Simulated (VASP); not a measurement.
# WO (F-43m) in VASP: single point with PBEsol+U

Aim: the single point of WO with PBEsol+U.

Program: VASP 6.6.1. These are calculated values, not measurements. Logs are shortened: lines on timing, memory, paths and dates and some standing lists are left out, and cuts for length are marked.

## 1. The cell of the first run

The structure is cubic, space group F-43m (No. 216). Conventional cell: a = 4.647 Å, b = 4.647 Å, c = 4.647 Å, α = 90.00°, β = 90.00°, γ = 90.00°. W (site symmetry -43m) has 4 O at 2.01 Å within 2.7 Å. Within 2.7 Å of O (site symmetry -43m) lie 4 W at 2.01 Å.

## 2. Single point, PBEsol+U, collinear spin

INCAR

```
PREC = Accurate
ENCUT = 520
EDIFF = 1E-6
ISMEAR = 0
SIGMA = 0.05
LREAL = False
LASPH = True
NELM = 150
ALGO = Normal
ISIF = 2
LWAVE = False
LCHARG = True
ISPIN = 2
MAGMOM = 2.5 0
LORBIT = 11
LMAXMIX = 4
LDAU = True
LDAUTYPE = 2
LDAUL = 2 -1
LDAUU = 4 0
LDAUJ = 0 0
LDAUPRINT = 1
GGA = PS
LELF = True
LVHAR = True
NBANDS = 21
```

KPOINTS

```
Automatic mesh
0
Gamma
  16 16 16
```

POSCAR

```
WO
1.0
    0.0000000000      2.3234686790      2.3234686790
    2.3234686790      0.0000000000      2.3234686790
    2.3234686790      2.3234686790      0.0000000000
W O
1 1
Direct
    0.0000000000      0.0000000000      0.0000000000
    0.2500000000      0.2500000000      0.2500000000
```

Potentials or basis: VASP PAW PBE potentials, release 64 (W_sv, O).

The run is started by

```bash
$ cat potpaw_PBE.64/W_sv/POTCAR potpaw_PBE.64/O/POTCAR > POTCAR
$ mpirun -np 1 vasp_std > vasp.out
```

OUTCAR:

```text
PREC = Accurate
   ENCUT = 520
   EDIFF = 1E-6
   ISMEAR = 0
   LREAL = False
   LASPH = True
   NELM = 150
   ISIF = 2
   ISPIN = 2
   LORBIT = 11
   GGA = PS

 ion  position               nearest neighbor table
   1  0.000  0.000  0.000-   2 2.01   2 2.01   2 2.01   2 2.01
   2  0.250  0.250  0.250-   1 2.01   1 2.01   1 2.01   1 2.01

  LATTYP: Found a face centered cubic cell.
 ALAT       =     4.6469373580

  Lattice vectors:

 A1 = (   0.0000000000,   2.3234686790,   2.3234686790)
 A2 = (   2.3234686790,   0.0000000000,   2.3234686790)
 A3 = (   2.3234686790,   2.3234686790,   0.0000000000)

Analysis of symmetry for initial positions (statically):
=====================================================================
 Subroutine PRICEL returns:
 Original cell was already a primitive cell.

 Routine SETGRP: Setting up the symmetry group for a
 face centered cubic supercell.

 Subroutine GETGRP returns: Found 24 space group operations
 (whereof 24 operations were pure point group operations)
 out of a pool of 48 trial point group operations.

The static configuration has the point symmetry T_d .

Analysis of symmetry for dynamics (positions and initial velocities):
=====================================================================
 Subroutine PRICEL returns:
 Original cell was already a primitive cell.

 Routine SETGRP: Setting up the symmetry group for a
 face centered cubic supercell.

 Subroutine GETGRP returns: Found 24 space group operations
 (whereof 24 operations were pure point group operations)
 out of a pool of 48 trial point group operations.

The dynamic configuration has the point symmetry T_d .

Analysis of structural, dynamic, and magnetic symmetry:
=====================================================================
 Subroutine PRICEL returns:
 Original cell was already a primitive cell.

 Routine SETGRP: Setting up the symmetry group for a
 face centered cubic supercell.

 Subroutine GETGRP returns: Found 24 space group operations
 (whereof 24 operations were pure point group operations)
 out of a pool of 48 trial point group operations.

The overall configuration has the point symmetry T_d .

 Subroutine INISYM returns: Found 24 space group operations
 (whereof 24 operations are pure point group operations),
 and found     1 'primitive' translations

----------------------------------------------------------------------------------------

                                     Primitive cell

  volume of cell :      25.0865

  direct lattice vectors                    reciprocal lattice vectors
     0.000000000  2.323468679  2.323468679    -0.215195498  0.215195498  0.215195498
     2.323468679  0.000000000  2.323468679     0.215195498 -0.215195498  0.215195498
     2.323468679  2.323468679  0.000000000     0.215195498  0.215195498 -0.215195498

  length of vectors
     3.285880918  3.285880918  3.285880918     0.372729536  0.372729536  0.372729536

  position of ions in fractional coordinates (direct lattice)
     0.000000000  0.000000000  0.000000000
     0.250000000  0.250000000  0.250000000

  ion indices of the primitive-cell ions
   primitive index   ion index
                 1           1
                 2           2

----------------------------------------------------------------------------------------

[... 59 lines left out ...]
 SYSTEM =  unknown system
   PREC   = accura    normal or accurate (medium, high low for compatibility)
   ISTART =      0    job   : 0-new  1-cont  2-samecut
   ICHARG =      2    charge: 1-file 2-atom 10-const
   ISPIN  =      2    spin polarized calculation?
   LNONCOLLINEAR =      F non collinear calculations
   LSORBIT =      F    spin-orbit coupling
   LASPH  =      T    aspherical Exc in radial PAW
   ENCUT  =  520.0 eV  38.22 Ry    6.18 a.u.   6.11  6.11  6.11*2*pi/ulx,y,z
   NELM   =    150;   NELMIN=  2; NELMDL= -5     # of ELM steps
   EDIFF  = 0.1E-05   stopping-criterion for ELM
   LREAL  =      F    real-space projection
[... 7 lines left out ...]
   TEBEG  =    0.0;   TEEND  =   0.0 temperature during run
   PSTRESS=    0.0 pullay stress
   NELECT =      20.0000    total number of electrons
   NUPDOWN=      -1.0000    fix difference up-down
   EMIN   =  10.00;   EMAX   =-10.00  energy-range for DOS
   EFERMI =   0.00;   METHOD = LEGACY
   ISMEAR =     0;   SIGMA  =   0.05  broadening in eV -4-tet -1-fermi 0-gaus
   EFERMI_NEDOS =   21; number of points for ismear=-14 and -15
   IALGO  =     38    algorithm
   IMIX   =      4    mixing-type and parameters
     AMIX     =   0.40;   BMIX     =  1.00
     AMIX_MAG =   1.60;   BMIX_MAG =  1.00
  volume/ion in A,a.u.               =      12.54        84.65
  Fermi-wavevector in a.u.,A,eV,Ry     =   1.517998  2.868601 31.352169  2.304319
  Thomas-Fermi vector in A             =   2.627178
   LORBIT       =     11    0 simple, 1 ext, 2 COOP (PROOUT), +10 PAW based schemes
 LDA+U is selected, type is set to LDAUTYPE =  2
   angular momentum for each species LDAUL =     2   -1
   U (eV)           for each species LDAUU =   4.0  0.0
   J (eV)           for each species LDAUJ =   0.0  0.0
   GGA     = PS    functional components
   LHFCALC =     F    Hartree Fock is set to
   AEXX    =    0.0000 exact exchange contribution
   IVDW    =     0    specifies the selected vdW correction
   LEPSILON=     F    determine dielectric tensor
   LRPA    =     F    only Hartree local field effects (RPA)
 spin polarized calculation
 Gauss-broadening in eV      SIGMA  =   0.05
  energy-cutoff  :      520.00
  volume of cell :       25.09
 maximum number of plane-waves:       692
   NGX = 13   NGY = 13   NGZ = 13

atom =   1  type =  1  l = 2

 onsite density matrix

spin component  1

  0.3049  0.0000 -0.0000 -0.0000 -0.0000
  0.0000  0.3049 -0.0000  0.0000 -0.0000
 -0.0000 -0.0000  0.7719  0.0000  0.0000
 -0.0000  0.0000  0.0000  0.3049 -0.0000
 -0.0000 -0.0000  0.0000 -0.0000  0.7719

spin component  2

  0.2449  0.0000 -0.0000 -0.0000 -0.0000
  0.0000  0.2449 -0.0000  0.0000  0.0000
 -0.0000 -0.0000  0.0689  0.0000  0.0000
 -0.0000  0.0000  0.0000  0.2449 -0.0000
 -0.0000  0.0000  0.0000 -0.0000  0.0689

 occupancies and eigenvectors

  o =  0.0689  v =  0.0000  0.0000  0.0000  0.0000  0.0000  0.0000 -0.0000  0.9990 -0.0000 -0.0456      0.0000  0.0000  0.0000  0.0000  0.0000  0.0000  0.0000  0.0000  0.0000  0.0000
  o =  0.0689  v =  0.0000  0.0000  0.0000  0.0000  0.0000  0.0000  0.0000 -0.0456 -0.0000 -0.9990      0.0000  0.0000  0.0000  0.0000  0.0000  0.0000  0.0000  0.0000  0.0000  0.0000
  o =  0.2449  v =  0.0000  0.0000  0.0000  0.0000  0.0000  1.0000  0.0000  0.0000  0.0000  0.0000      0.0000  0.0000  0.0000  0.0000  0.0000  0.0000  0.0000  0.0000  0.0000  0.0000
  o =  0.2449  v =  0.0000  0.0000  0.0000  0.0000  0.0000  0.0000  0.1376  0.0000  0.9905 -0.0000      0.0000  0.0000  0.0000  0.0000  0.0000  0.0000  0.0000  0.0000  0.0000  0.0000
  o =  0.2449  v =  0.0000  0.0000  0.0000  0.0000  0.0000  0.0000  0.9905  0.0000 -0.1376  0.0000      0.0000  0.0000  0.0000  0.0000  0.0000  0.0000  0.0000  0.0000  0.0000  0.0000
  o =  0.3049  v =  1.0000  0.0000  0.0000  0.0000  0.0000  0.0000  0.0000  0.0000  0.0000  0.0000      0.0000  0.0000  0.0000  0.0000  0.0000  0.0000  0.0000  0.0000  0.0000  0.0000
  o =  0.3049  v =  0.0000 -0.0204  0.0000 -0.9998 -0.0000  0.0000  0.0000  0.0000  0.0000  0.0000      0.0000  0.0000  0.0000  0.0000  0.0000  0.0000  0.0000  0.0000  0.0000  0.0000
  o =  0.3049  v =  0.0000 -0.9998 -0.0000  0.0204 -0.0000  0.0000  0.0000  0.0000  0.0000  0.0000      0.0000  0.0000  0.0000  0.0000  0.0000  0.0000  0.0000  0.0000  0.0000  0.0000
  o =  0.7719  v =  0.0000  0.0000 -0.9859 -0.0000  0.1676  0.0000  0.0000  0.0000  0.0000  0.0000      0.0000  0.0000  0.0000  0.0000  0.0000  0.0000  0.0000  0.0000  0.0000  0.0000
  o =  0.7719  v =  0.0000 -0.0000  0.1676  0.0000  0.9859  0.0000  0.0000  0.0000  0.0000  0.0000      0.0000  0.0000  0.0000  0.0000  0.0000  0.0000  0.0000  0.0000  0.0000  0.0000

 number of electron      19.9999998 magnetization       1.9906136

 Free energy of the ion-electron system (eV)
  ---------------------------------------------------
  ext. energy  EPLUGINS =         0.00000000
  ---------------------------------------------------
  free energy    TOTEN  =       -15.54717005 eV

  energy without entropy =      -15.54689492  energy(sigma->0) =      -15.54703248

 E-fermi :   9.7501     XC(G=0): -12.6469

 val. band max:        9.6943206605   @ k =  -0.2500   0.5000   0.2500
 cond. band min:       9.7599302042   @ k =   0.3125   0.2500   0.0000
 fundamental gap:      0.0656095436
 Fermi energy:         9.7500992170

 spin component 1

 k-point     1 :       0.0000    0.0000    0.0000
  band No.  band energies     occupation
      1     -66.0941      1.00000
      2     -30.3205      1.00000
      3     -30.3205      1.00000
      4     -30.3204      1.00000
      5     -12.8942      1.00000
      6       0.7481      1.00000
[... 1145 lines left out ...]
     20      31.5267      0.00000
     21      31.9729      0.00000

 [... further k-points ...]

------------------------ aborting loop because EDIFF is reached ----------------------------------------

  FORCE on cell =-STRESS in cart. coord.  units (eV):
  Direction    XX          YY          ZZ          XY          YZ          ZX
  --------------------------------------------------------------------------------------
  -------------------------------------------------------------------------------------
  Total        3.4810920      3.4810920      3.4810920      0.0000000      0.0000000     -0.0000000
  in kB      222.3236280    222.3236280    222.3236280      0.0000000      0.0000000     -0.0000000
  external PRESSURE =     222.3236280 kB  Pullay stress =       0.0000000 kB

 VOLUME and BASIS-vectors are now :
 -----------------------------------------------------------------------------
  energy-cutoff  :      520.00
  volume of cell :       25.09
      direct lattice vectors                 reciprocal lattice vectors
     0.000000000  2.323468679  2.323468679    -0.215195498  0.215195498  0.215195498
     2.323468679  0.000000000  2.323468679     0.215195498 -0.215195498  0.215195498
     2.323468679  2.323468679  0.000000000     0.215195498  0.215195498 -0.215195498

 POSITION                                       TOTAL-FORCE (eV/Angst)
 -----------------------------------------------------------------------------------
      0.00000      0.00000      0.00000         0.000000      0.000000      0.000000
      1.16173      1.16173      1.16173        -0.000000     -0.000000     -0.000000
 -----------------------------------------------------------------------------------
    total drift:                               -0.000001     -0.000001     -0.000001

  FREE ENERGIE OF THE ION-ELECTRON SYSTEM (eV)
  ---------------------------------------------------
  free  energy   TOTEN  =       -15.5471700503 eV

  energy  without entropy=      -15.5468949190  energy(sigma->0) =      -15.54703248

 total charge

# of ion       s       p       d       tot
------------------------------------------
    1        2.294   6.308   3.281  11.884
    2        1.568   3.565   0.000   5.134
--------------------------------------------------
tot          3.863   9.874   3.281  17.017

 magnetization (x)

# of ion       s       p       d       tot
------------------------------------------
    1        0.021   0.019   1.571   1.612
    2        0.002   0.075   0.000   0.076
--------------------------------------------------
tot          0.023   0.094   1.571   1.688
```

Run time: 79 s. Hardware: 1 thread of Intel Xeon Platinum 8488C (Sapphire Rapids), shared host; peak memory 0.24 GiB.

Results:

```yaml
Free_energy: -15.5472 eV
Pressure: 22.2 GPa
Band_gap_on_the_k_mesh: zero (filled and empty bands overlap)
Net_moment: 1.99 μB per cell
Site_moments: W +1.61; O +0.08 μB
Valence_electrons_inside_the_program's_atomic_spheres: W 11.88; O 5.13
```

Eigenvalues of the final occupation matrices:
| site | spin | trace | eigenvalues |
| --- | --- | --- | --- |
| site 1 d | 1 | 2.46 | 0.30 0.30 0.30 0.77 0.77 |
| site 1 d | 2 | 0.87 | 0.07 0.07 0.24 0.24 0.24 |

Caveat: the cell stands under pressure; the PAW data sets were made with another functional, which shifts forces and pressure a little; spin-orbit coupling is left out, which moves the levels of the heavy elements.
